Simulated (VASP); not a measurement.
# GaSb (F-43m) in VASP: notebook

Runs on GaSb. Level: r2SCAN. Tasks: single point.

Everything below comes from runs of VASP 6.6.1. Logs are shortened: lines on timing, memory, paths and dates and some standing lists are left out, and cuts for length are marked.

### Step 1. The cell of the first run

It takes space group F-43m (No. 216, cubic). Conventional cell: a = 6.192 Å, b = 6.192 Å, c = 6.192 Å, α = 90.00°, β = 90.00°, γ = 90.00°. Ga (site symmetry -43m) has 4 Sb at 2.68 Å within 3.5 Å. Sb (site symmetry -43m) has 4 Ga at 2.68 Å within 3.5 Å.

### Step 2. Single point, r2SCAN (volume changed by +3%)

POSCAR reads:

```
GaSb
1.0
    0.0000000000      3.0962420905      3.0962420905
    3.0962420905      0.0000000000      3.0962420905
    3.0962420905      3.0962420905      0.0000000000
Ga Sb
1 1
Direct
    0.0000000000      0.0000000000      0.0000000000
    0.2500000000      0.2500000000      0.2500000000
```

INCAR.step1 reads:

```
SYSTEM = GaSb
PREC = Accurate
ENCUT = 520
ISMEAR = -1
SIGMA = 0.02
LREAL = .FALSE.
LASPH = .TRUE.
NELM = 80
NBANDS = 16
GGA = PE
ALGO = Normal
EDIFF = 1E-4
LWAVE = .TRUE.
LCHARG = .FALSE.
```

INCAR.step2 reads:

```
SYSTEM = GaSb
PREC = Accurate
ENCUT = 520
EDIFF = 1E-7
ISMEAR = -1
SIGMA = 0.02
LREAL = .FALSE.
LASPH = .TRUE.
NELM = 80
ALGO = Normal
ISIF = 2
LWAVE = .FALSE.
LCHARG = .FALSE.
METAGGA = R2SCAN
LMIXTAU = .TRUE.
NBANDS = 16
ISTART = 1
```

KPOINTS reads:

```
regular mesh
0
G
  6 6 6
  0 0 0
```

Potentials or basis: VASP PAW PBE potentials, release 64 (Ga_d, Sb).

Run with:

```bash
cat potpaw_PBE.64/Ga_d/POTCAR potpaw_PBE.64/Sb/POTCAR > POTCAR
cp INCAR.step1 INCAR
mpirun -np 1 vasp_std > vasp.out
cp INCAR.step2 INCAR
mpirun -np 1 vasp_std > vasp.out
```

OUTCAR:

```text
SYSTEM = GaSb
   PREC = Accurate
   ENCUT = 520
   EDIFF = 1E-7
   ISMEAR = -1
   LREAL = .FALSE.
   LASPH = .TRUE.
   NELM = 80
   ISIF = 2
   METAGGA = R2SCAN
   ISTART = 1

 ion  position               nearest neighbor table
   1  0.000  0.000  0.000-   2 2.68   2 2.68   2 2.68   2 2.68
   2  0.250  0.250  0.250-   1 2.68   1 2.68   1 2.68   1 2.68

  LATTYP: Found a face centered cubic cell.
 ALAT       =     6.1924841810

  Lattice vectors:

 A1 = (   0.0000000000,   3.0962420905,   3.0962420905)
 A2 = (   3.0962420905,   0.0000000000,   3.0962420905)
 A3 = (   3.0962420905,   3.0962420905,   0.0000000000)

Analysis of symmetry for initial positions (statically):
=====================================================================
 Subroutine PRICEL returns:
 Original cell was already a primitive cell.

 Routine SETGRP: Setting up the symmetry group for a
 face centered cubic supercell.

 Subroutine GETGRP returns: Found 24 space group operations
 (whereof 24 operations were pure point group operations)
 out of a pool of 48 trial point group operations.

The static configuration has the point symmetry T_d .

Analysis of symmetry for dynamics (positions and initial velocities):
=====================================================================
 Subroutine PRICEL returns:
 Original cell was already a primitive cell.

 Routine SETGRP: Setting up the symmetry group for a
 face centered cubic supercell.

 Subroutine GETGRP returns: Found 24 space group operations
 (whereof 24 operations were pure point group operations)
 out of a pool of 48 trial point group operations.

The dynamic configuration has the point symmetry T_d .

 Subroutine INISYM returns: Found 24 space group operations
 (whereof 24 operations are pure point group operations),
 and found     1 'primitive' translations

----------------------------------------------------------------------------------------

                                     Primitive cell

  volume of cell :      59.3656

  direct lattice vectors                    reciprocal lattice vectors
     0.000000000  3.096242091  3.096242091    -0.161486081  0.161486081  0.161486081
     3.096242091  0.000000000  3.096242091     0.161486081 -0.161486081  0.161486081
     3.096242091  3.096242091  0.000000000     0.161486081  0.161486081 -0.161486081

  length of vectors
     4.378747557  4.378747557  4.378747557     0.279702096  0.279702096  0.279702096

  position of ions in fractional coordinates (direct lattice)
     0.000000000  0.000000000  0.000000000
     0.250000000  0.250000000  0.250000000
[... 68 lines left out ...]
   EDIFF  = 0.1E-06   stopping-criterion for ELM
   LREAL  =      F    real-space projection
   EDIFFG = 0.1E-05   stopping-criterion for IOM
   NSW    =      0    number of steps for IOM
   IBRION =     -1    ionic relax: 0-MD 1-quasi-New 2-CG
   NFREE  =      0    steps in history (QN), initial steepest desc. (CG)
   ISIF   =      2    stress and relaxation
   ISYM   =      2    0-nonsym 1-usesym 2-fastsym
   POTIM  = 0.5000    time-step for ionic-motion
   TEBEG  =    0.0;   TEEND  =   0.0 temperature during run
   PSTRESS=    0.0 pullay stress
   NELECT =      18.0000    total number of electrons
   NUPDOWN=      -1.0000    fix difference up-down
   EMIN   =  10.00;   EMAX   =-10.00  energy-range for DOS
   EFERMI =   0.00;   METHOD = LEGACY
   ISMEAR =    -1;   SIGMA  =   0.02  broadening in eV -4-tet -1-fermi 0-gaus
   EFERMI_NEDOS =   21; number of points for ismear=-14 and -15
   IALGO  =     38    algorithm
   IMIX   =      4    mixing-type and parameters
     AMIX     =   0.40;   BMIX     =  1.00
     AMIX_MAG =   1.60;   BMIX_MAG =  1.00
  volume/ion in A,a.u.               =      29.68       200.31
  Fermi-wavevector in a.u.,A,eV,Ry     =   1.099818  2.078354 16.457597  1.209599
  Thomas-Fermi vector in A             =   2.236219
   LORBIT       =      0    0 simple, 1 ext, 2 COOP (PROOUT), +10 PAW based schemes
   METAGGA = R2SCAN    functional components
   LHFCALC =     F    Hartree Fock is set to
   AEXX    =    0.0000 exact exchange contribution
   IVDW    =     0    specifies the selected vdW correction
   LEPSILON=     F    determine dielectric tensor
   LRPA    =     F    only Hartree local field effects (RPA)
 non-spin polarized calculation
  energy-cutoff  :      520.00
  volume of cell :       59.37
 maximum number of plane-waves:      1639
 NGX is ok and might be reduce to    36
   NGX = 17   NGY = 17   NGZ = 17

 number of electron      17.9999992 magnetization

 Free energy of the ion-electron system (eV)
  ---------------------------------------------------
  ext. energy  EPLUGINS =         0.00000000
  ---------------------------------------------------
  free energy    TOTEN  =       -37.57170151 eV

  energy without entropy =      -37.57165977  energy(sigma->0) =      -37.57168064

 E-fermi :   4.4226     XC(G=0):  -9.5506

 val. band max:        4.3233547816   @ k =   0.0000   0.0000   0.0000
 cond. band min:       4.4996426492   @ k =   0.0000   0.0000   0.0000
 fundamental gap:      0.1762878676
 Fermi energy:         4.4226196654

 k-point     1 :       0.0000    0.0000    0.0000
  band No.  band energies     occupation
      1     -11.1185      2.00000
      2     -11.1185      2.00000
      3     -11.1184      2.00000
      4     -11.0674      2.00000
      5     -11.0674      2.00000
      6      -7.3511      2.00000
[... 281 lines left out ...]
      3     -11.0960      2.00000
      4     -11.0746      2.00000
      5     -11.0654      2.00000
      6      -4.8578      2.00000
[... 8 lines left out ...]
     15      14.6990      0.00000
     16      16.1251      0.00000

------------------------ aborting loop because EDIFF is reached ----------------------------------------

  FORCE on cell =-STRESS in cart. coord.  units (eV):
  Direction    XX          YY          ZZ          XY          YZ          ZX
  --------------------------------------------------------------------------------------
  -------------------------------------------------------------------------------------
  Total       -0.5248829     -0.5248829     -0.5248829      0.0000000      0.0000000      0.0000000
  in kB      -14.1657084    -14.1657084    -14.1657084      0.0000000      0.0000000      0.0000000
  external PRESSURE =     -14.1657084 kB  Pullay stress =       0.0000000 kB

 VOLUME and BASIS-vectors are now :
 -----------------------------------------------------------------------------
  energy-cutoff  :      520.00
  volume of cell :       59.37
      direct lattice vectors                 reciprocal lattice vectors
     0.000000000  3.096242091  3.096242091    -0.161486081  0.161486081  0.161486081
     3.096242091  0.000000000  3.096242091     0.161486081 -0.161486081  0.161486081
     3.096242091  3.096242091  0.000000000     0.161486081  0.161486081 -0.161486081

 POSITION                                       TOTAL-FORCE (eV/Angst)
 -----------------------------------------------------------------------------------
      0.00000      0.00000      0.00000        -0.000000     -0.000000     -0.000000
      1.54812      1.54812      1.54812         0.000000      0.000000      0.000000
 -----------------------------------------------------------------------------------
    total drift:                                0.000007      0.000007      0.000007

  FREE ENERGIE OF THE ION-ELECTRON SYSTEM (eV)
  ---------------------------------------------------
  free  energy   TOTEN  =       -37.5717015088 eV

  energy  without entropy=      -37.5716597711  energy(sigma->0) =      -37.57168064
```

It took 75 s on 1 thread of AMD EPYC 9R45 (Zen 5), shared host; peak memory 0.18 GiB.

Results:

```yaml
Free_energy: -37.5717 eV
Pressure: -1.4 GPa
Band_gap_on_the_k_mesh: 0.18 eV, direct
```

Levels at points of the mesh, in eV from the valence-band top:
| k point | band 5 | band 6 | band 7 | band 8 | band 9 | band 10 | band 11 | band 12 | band 13 | band 14 |
| --- | --- | --- | --- | --- | --- | --- | --- | --- | --- | --- |
| (0.00, 0.00, 0.00) | -15.39 | -11.67 | 0.00 | 0.00 | 0.00 | 0.18 | 2.99 | 2.99 | 2.99 | 6.30 |
| (0.50, 0.00, 0.00) | -15.39 | -10.05 | -6.40 | -1.15 | -1.15 | 0.60 | 4.01 | 4.01 | 6.93 | 9.74 |
| (0.50, 0.50, 0.00) | -15.39 | -9.21 | -6.88 | -2.57 | -2.57 | 1.15 | 1.54 | 9.02 | 9.02 | 10.46 |

Caveat: the PAW data sets were made with another functional, which shifts forces and pressure a little; spin-orbit coupling is left out, which moves the levels of the heavy elements.

### Step 3. Single point, r2SCAN (volume changed by +6%)

POSCAR reads:

```
GaSb
1.0
    0.0000000000      3.1260154755      3.1260154755
    3.1260154755      0.0000000000      3.1260154755
    3.1260154755      3.1260154755      0.0000000000
Ga Sb
1 1
Direct
    0.0000000000      0.0000000000      0.0000000000
    0.2500000000      0.2500000000      0.2500000000
```

INCAR.step1 reads:

```
PREC = Accurate ; ENCUT = 520
ISMEAR = -1 ; SIGMA = 0.02
LREAL = F ; LASPH = T
NELM = 80 ; NBANDS = 16
GGA = PE ; ALGO = Normal
EDIFF = 1E-4 ; LWAVE = T
LCHARG = F
```

INCAR.step2 reads:

```
PREC = Accurate ; ENCUT = 520
EDIFF = 1E-6 ; ISMEAR = -1
SIGMA = 0.02 ; LREAL = F
LASPH = T ; NELM = 80
ALGO = Normal ; ISIF = 2
LWAVE = F ; LCHARG = F
METAGGA = R2SCAN ; LMIXTAU = T
NBANDS = 16 ; ISTART = 1
```

KPOINTS reads:

```
Automatic mesh
0
Gamma
  6 6 6
```

Potentials or basis: VASP PAW PBE potentials, release 64 (Ga_d, Sb).

Run with:

```bash
cat potpaw_PBE.64/Ga_d/POTCAR potpaw_PBE.64/Sb/POTCAR > POTCAR
cp INCAR.step1 INCAR
mpirun -np 1 vasp_std > vasp.out
cp INCAR.step2 INCAR
mpirun -np 1 vasp_std > vasp.out
```

Wall time 57 s (1 thread of AMD EPYC 9R45 (Zen 5), shared host); peak memory 0.18 GiB.

It converged, with:

```
Free energy            : -37.5499 eV
Pressure               : -2.5 GPa
Band gap on the k mesh : zero (filled and empty bands touch)
```

Levels at points of the mesh, in eV from the Fermi level:
```tsv
k point	band 7	band 8	band 9	band 10	band 11	band 12
(0.00, 0.00, 0.00)	-0.05	-0.02	-0.02	-0.02	2.98	2.98
(0.50, 0.00, 0.00)	-6.28	-1.12	-1.12	0.52	3.99	3.99
(0.50, 0.50, 0.00)	-6.77	-2.48	-2.48	1.16	1.57	8.81
```

Caveat: the PAW data sets were made with another functional, which shifts forces and pressure a little; spin-orbit coupling is left out, which moves the levels of the heavy elements.
